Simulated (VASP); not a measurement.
# Tl2Hg (Fd-3m) in VASP: further runs

Runs on Tl2Hg. Level: PBE. Tasks: single point, relaxation of cell and atoms.

All numbers are computed with VASP 6.6.1; they aren't measurements. Logs are shortened: lines on timing, memory, paths and dates and some standing lists are left out, and cuts for length are marked.

## (1) The cell of the first run

Symmetry: Fd-3m, No. 227, cubic system. The conventional cell has a = 9.236 Å, b = 9.236 Å, c = 9.236 Å, α = 90.00°, β = 90.00°, γ = 90.00°. Within 4.3 Å of Tl (site symmetry -3m) lie 6 Tl at 3.27 Å and 6 Hg at 3.83 Å. Hg (site symmetry -43m) has 12 Tl at 3.83 Å and 4 Hg at 4.00 Å within 5.0 Å.

## (2) Single point, PBE

File INCAR:

```
PREC     = Accurate       # precision mode
ENCUT    = 520            # plane-wave cutoff, eV
EDIFF    = 1E-6           # SCF threshold, eV
ISMEAR   = 0              # smearing method
SIGMA    = 0.1            # smearing width, eV
LREAL    = F              # projectors in reciprocal space
LASPH    = T              # aspherical terms in the spheres
NELM     = 60             # most SCF steps
ALGO     = Normal         # electronic algorithm
ISIF     = 2              # what is computed and relaxed
LWAVE    = F              # write WAVECAR
LCHARG   = F              # write CHGCAR
GGA      = PE             # functional
NBANDS   = 47             # bands
```

File KPOINTS:

```
Automatic mesh
0
Gamma
  4 4 4
```

File POSCAR:

```
Tl2Hg
1.0
    0.0000000000      4.6182433504      4.6182433504
    4.6182433504      0.0000000000      4.6182433504
    4.6182433504      4.6182433504      0.0000000000
Tl Hg
4 2
Direct
    0.6250000000      0.6250000000      0.6250000000
    0.1250000000      0.6250000000      0.6250000000
    0.6250000000      0.6250000000      0.1250000000
    0.6250000000      0.1250000000      0.6250000000
    0.0000000000      0.0000000000      0.0000000000
    0.2500000000      0.2500000000      0.2500000000
```

Potentials or basis: VASP PAW PBE potentials, release 64 (Tl_d, Hg).

Launch:

```
$ cat potpaw_PBE.64/Tl_d/POTCAR potpaw_PBE.64/Hg/POTCAR > POTCAR
$ mpirun -np 1 vasp_std > vasp.out
```

OUTCAR:

```text
PREC = Accurate
   ENCUT = 520
   EDIFF = 1E-6
   ISMEAR = 0
   LREAL = F
   LASPH = T
   NELM = 60
   ISIF = 2
   GGA = PE

 ion  position               nearest neighbor table
   1  0.625  0.625  0.625-   2 3.27   3 3.27   4 3.27   3 3.27   4 3.27   2 3.27   6 3.83   5 3.83
                             6 3.83   5 3.83   6 3.83   5 3.83
   2  0.125  0.625  0.625-   1 3.27   3 3.27   4 3.27   1 3.27   3 3.27   4 3.27   5 3.83   6 3.83
                             5 3.83   5 3.83   6 3.83   6 3.83
   3  0.625  0.625  0.125-   1 3.27   1 3.27   2 3.27   4 3.27   4 3.27   2 3.27   6 3.83   5 3.83
                             6 3.83   5 3.83   6 3.83   5 3.83
   4  0.625  0.125  0.625-   1 3.27   3 3.27   1 3.27   2 3.27   3 3.27   2 3.27   5 3.83   6 3.83
                             5 3.83   6 3.83   6 3.83   5 3.83
   5  0.000  0.000  0.000-   1 3.83   3 3.83   4 3.83   1 3.83   2 3.83   3 3.83   1 3.83   2 3.83
                             4 3.83   2 3.83   3 3.83   4 3.83
   6  0.250  0.250  0.250-   2 3.83   3 3.83   4 3.83   1 3.83   2 3.83   4 3.83   1 3.83   2 3.83
                             3 3.83   1 3.83   3 3.83   4 3.83

  LATTYP: Found a face centered cubic cell.
 ALAT       =     9.2364867008

  Lattice vectors:

 A1 = (   0.0000000000,   4.6182433504,   4.6182433504)
 A2 = (   4.6182433504,   0.0000000000,   4.6182433504)
 A3 = (   4.6182433504,   4.6182433504,   0.0000000000)

Analysis of symmetry for initial positions (statically):
=====================================================================
 Subroutine PRICEL returns:
 Original cell was already a primitive cell.

 Routine SETGRP: Setting up the symmetry group for a
 face centered cubic supercell.

 Subroutine GETGRP returns: Found 48 space group operations
 (whereof 24 operations were pure point group operations)
 out of a pool of 48 trial point group operations.

The static configuration has the point symmetry T_d .
 The point group associated with its full space group is O_h .

Analysis of symmetry for dynamics (positions and initial velocities):
=====================================================================
 Subroutine PRICEL returns:
 Original cell was already a primitive cell.

 Routine SETGRP: Setting up the symmetry group for a
 face centered cubic supercell.

 Subroutine GETGRP returns: Found 48 space group operations
 (whereof 24 operations were pure point group operations)
 out of a pool of 48 trial point group operations.

The dynamic configuration has the point symmetry T_d .
[... 88 lines left out ...]
   LASPH  =      T    aspherical Exc in radial PAW
   ENCUT  =  520.0 eV  38.22 Ry    6.18 a.u.  12.14 12.14 12.14*2*pi/ulx,y,z
   NELM   =     60;   NELMIN=  2; NELMDL= -5     # of ELM steps
   EDIFF  = 0.1E-05   stopping-criterion for ELM
   LREAL  =      F    real-space projection
[... 7 lines left out ...]
   TEBEG  =    0.0;   TEEND  =   0.0 temperature during run
   PSTRESS=    0.0 pullay stress
   NELECT =      76.0000    total number of electrons
   NUPDOWN=      -1.0000    fix difference up-down
   EMIN   =  10.00;   EMAX   =-10.00  energy-range for DOS
   EFERMI =   0.00;   METHOD = LEGACY
   ISMEAR =     0;   SIGMA  =   0.10  broadening in eV -4-tet -1-fermi 0-gaus
   EFERMI_NEDOS =   21; number of points for ismear=-14 and -15
   IALGO  =     38    algorithm
   IMIX   =      4    mixing-type and parameters
     AMIX     =   0.40;   BMIX     =  1.00
     AMIX_MAG =   1.60;   BMIX_MAG =  1.00
  volume/ion in A,a.u.               =      32.83       221.57
  Fermi-wavevector in a.u.,A,eV,Ry     =   1.191770  2.252119 19.324578  1.420316
  Thomas-Fermi vector in A             =   2.327824
   LORBIT       =      0    0 simple, 1 ext, 2 COOP (PROOUT), +10 PAW based schemes
   GGA     = PE    functional components
   LHFCALC =     F    Hartree Fock is set to
   AEXX    =    0.0000 exact exchange contribution
   IVDW    =     0    specifies the selected vdW correction
   LEPSILON=     F    determine dielectric tensor
   LRPA    =     F    only Hartree local field effects (RPA)
 non-spin polarized calculation
 Gauss-broadening in eV      SIGMA  =   0.10
  energy-cutoff  :      520.00
  volume of cell :      197.00
 maximum number of plane-waves:      5346
 NGX is ok and might be reduce to    50
   NGX = 25   NGY = 25   NGZ = 25

 number of electron      75.9999998 magnetization

 Free energy of the ion-electron system (eV)
  ---------------------------------------------------
  ext. energy  EPLUGINS =         0.00000000
  ---------------------------------------------------
  free energy    TOTEN  =        -8.58134377 eV

  energy without entropy =       -8.55018603  energy(sigma->0) =       -8.56576490

 E-fermi :   3.7337     XC(G=0):  -9.3513

 val. band max:        3.7266672205   @ k =   0.5000   0.2500   0.0000
 cond. band min:       3.9180297086   @ k =  -0.2500   0.2500   0.0000
 fundamental gap:      0.1913624880
 Fermi energy:         3.7337164351

 k-point     1 :       0.0000    0.0000    0.0000
  band No.  band energies     occupation
      1      -8.3987      2.00000
      2      -8.1202      2.00000
      3      -8.1202      2.00000
      4      -8.1202      2.00000
      5      -8.0750      2.00000
      6      -8.0750      2.00000
[... 389 lines left out ...]
     46       7.9118      0.00000
     47       9.3928      0.00000

------------------------ aborting loop because EDIFF is reached ----------------------------------------

  FORCE on cell =-STRESS in cart. coord.  units (eV):
  Direction    XX          YY          ZZ          XY          YZ          ZX
  --------------------------------------------------------------------------------------
  -------------------------------------------------------------------------------------
  Total        0.2148728      0.2148728      0.2148728     -0.0000000     -0.0000000      0.0000000
  in kB        1.7475579      1.7475579      1.7475579     -0.0000000     -0.0000000      0.0000000
  external PRESSURE =       1.7475579 kB  Pullay stress =       0.0000000 kB

 VOLUME and BASIS-vectors are now :
 -----------------------------------------------------------------------------
  energy-cutoff  :      520.00
  volume of cell :      197.00
      direct lattice vectors                 reciprocal lattice vectors
     0.000000000  4.618243350  4.618243350    -0.108266274  0.108266274  0.108266274
     4.618243350  0.000000000  4.618243350     0.108266274 -0.108266274  0.108266274
     4.618243350  4.618243350  0.000000000     0.108266274  0.108266274 -0.108266274

 POSITION                                       TOTAL-FORCE (eV/Angst)
 -----------------------------------------------------------------------------------
      5.77280      5.77280      5.77280        -0.000000      0.000000      0.000000
      5.77280      3.46368      3.46368        -0.000000      0.000000      0.000000
      3.46368      3.46368      5.77280        -0.000000      0.000000      0.000000
      3.46368      5.77280      3.46368        -0.000000      0.000000      0.000000
      0.00000      0.00000      0.00000         0.000000      0.000000      0.000000
      2.30912      2.30912      2.30912        -0.000000     -0.000000     -0.000000
 -----------------------------------------------------------------------------------
    total drift:                               -0.000000     -0.000000      0.000000

  FREE ENERGIE OF THE ION-ELECTRON SYSTEM (eV)
  ---------------------------------------------------
  free  energy   TOTEN  =        -8.5813437727 eV

  energy  without entropy=       -8.5501860347  energy(sigma->0) =       -8.56576490
```

Run time: 89 s. Hardware: 1 thread of Intel Xeon 8259CL, shared host; peak memory 0.38 GiB.

Results:

| Property | Result |
| --- | --- |
| Free energy | -8.5813 eV |
| Pressure | 0.2 GPa |
| Band gap on the k mesh | zero (bands 38 and 39 overlap by 1.93 eV) |

Levels at points of the mesh, in eV from the Fermi level:
| k point | band 34 | band 35 | band 36 | band 37 | band 38 | band 39 | band 40 | band 41 | band 42 | band 43 |
| --- | --- | --- | --- | --- | --- | --- | --- | --- | --- | --- |
| (0.00, 0.00, 0.00) | -4.05 | -3.13 | -2.97 | -1.58 | -0.98 | -0.98 | -0.98 | 1.08 | 1.08 | 2.19 |
| (0.50, 0.00, 0.00) | -4.27 | -3.78 | -2.55 | -0.86 | -0.86 | -0.42 | 2.00 | 2.00 | 2.70 | 2.70 |
| (0.50, 0.50, 0.00) | -4.92 | -3.73 | -3.73 | 0.95 | 0.95 | 1.03 | 1.03 | 3.05 | 3.05 | 3.13 |

Caveat: spin-orbit coupling is left out, which moves the levels of the heavy elements.

## (3) Relaxation of cell and atoms, PBE

This run uses another cell than the first one, of 27.99 Å³/atom.

File INCAR:

```
SYSTEM = Tl2Hg
PREC = Accurate
ENCUT = 600
EDIFF = 1E-6
ISMEAR = 0
SIGMA = 0.1
LREAL = .FALSE.
LASPH = .TRUE.
NELM = 80
ALGO = Fast
ISIF = 3
LWAVE = .FALSE.
LCHARG = .FALSE.
GGA = PE
IBRION = 2
NSW = 90
EDIFFG = -0.04
```

File KPOINTS:

```
regular mesh
0
G
  4 4 4
  0 0 0
```

Edit POSCAR of step 2 so:

```diff
@@ -2,5 +2,5 @@
 1.0
-    0.0000000000      4.6182433504      4.6182433504
-    4.6182433504      0.0000000000      4.6182433504
-    4.6182433504      4.6182433504      0.0000000000
+    0.0000000000      4.3791087457      4.3791087457
+    4.3791087457      0.0000000000      4.3791087457
+    4.3791087457      4.3791087457      0.0000000000
 Tl Hg
```

Potentials or basis: VASP PAW PBE potentials, release 64 (Tl_d, Hg).

Launch:

```
$ cat potpaw_PBE.64/Tl_d/POTCAR potpaw_PBE.64/Hg/POTCAR > POTCAR
$ mpirun -np 1 vasp_std > vasp.out
```

Wall time 4.6 min (1 thread of Intel Xeon 8259CL, shared host); peak memory 0.39 GiB.

Results (log left out):

| Item | Value |
| --- | --- |
| Free energy | -8.5724 eV |
| Relaxed volume | 33.31 Å³/atom |
| Relaxed cell | a = 6.562 Å, b = 6.562 Å, c = 6.562 Å, α = 60.00°, β = 60.00°, γ = 60.00° |
| Space group after relaxing (to 0.1 Å) | Fd-3m (No. 227) |
| Energy gained by relaxing | 72.4 meV/atom |
| Ionic steps | 3 |
| Pressure after relaxing | -0.1 GPa |
| Band gap on the k mesh | zero (bands 38 and 39 overlap by 1.88 eV) |

Step by step:
```csv
step,energy change (eV),largest force (eV/Å),pressure (GPa),volume (Å³)
1,0.0000,0.0000,5.47,167.95
2,-0.4207,0.0000,0.72,192.25
3,-0.4346,0.0000,-0.09,199.84
```

Final structure:
```
Tl Hg
1.0
     0.00000    4.64035    4.64035
     4.64035    0.00000    4.64035
     4.64035    4.64035    0.00000
Tl Hg
4 2
Direct
  0.62500 0.62500 0.62500
  0.12500 0.62500 0.62500
  0.62500 0.62500 0.12500
  0.62500 0.12500 0.62500
  0.00000 0.00000 0.00000
  0.25000 0.25000 0.25000
```

Levels at points of the mesh, in eV from the Fermi level:
```tsv
k point	band 34	band 35	band 36	band 37	band 38	band 39	band 40	band 41	band 42	band 43
(0.00, 0.00, 0.00)	-4.09	-3.14	-2.94	-1.59	-0.96	-0.96	-0.96	1.07	1.07	2.18
(0.50, 0.00, 0.00)	-4.30	-3.76	-2.57	-0.84	-0.84	-0.44	1.97	1.97	2.67	2.67
(0.50, 0.50, 0.00)	-4.93	-3.72	-3.72	0.92	0.92	1.00	1.00	3.01	3.01	3.09
```

Caveat: the volume moved by over 15 % at a fixed basis, so the end points are rough; spin-orbit coupling is left out, which moves the levels of the heavy elements.
